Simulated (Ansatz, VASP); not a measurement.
# One calculation of GaIr, two programs

```xyz
2
Lattice="2.9427 0.0000 0.0000 0.0000 2.9427 0.0000 0.0000 0.0000 2.9427" Properties=species:S:1:pos:R:3 pbc="T T T"
Ga    0.0000    0.0000    0.0000
Ir    1.4713    1.4713    1.4713
```

Change from the starting cell: volume scaled by 0.94, crystal datasets.

Alike in both runs: task electric field gradients; functional PBEsol; k mesh 12 × 12 × 12; occupations fermi-dirac, width 0.05 eV; no spin polarisation.

|  | VASP | Ansatz |
| --- | --- | --- |
| version | VASP 6.6.1 | Ansatz 0.2.0 |
| potentials or method | VASP PAW PBE potentials, release 64 (Ga_d, Ir), cutoff 520 eV | all-electron PAW with datasets made for the crystal, scalar-relativistic |

```csv
,VASP,Ansatz,Ansatz less VASP
pressure (GPa),23.8,22.9,-0.89
```

VASP's potentials were made for PBE, not for PBEsol. Ansatz ran all-electron here, and VASP with PAW potentials.

Neither program's run includes spin-orbit coupling.
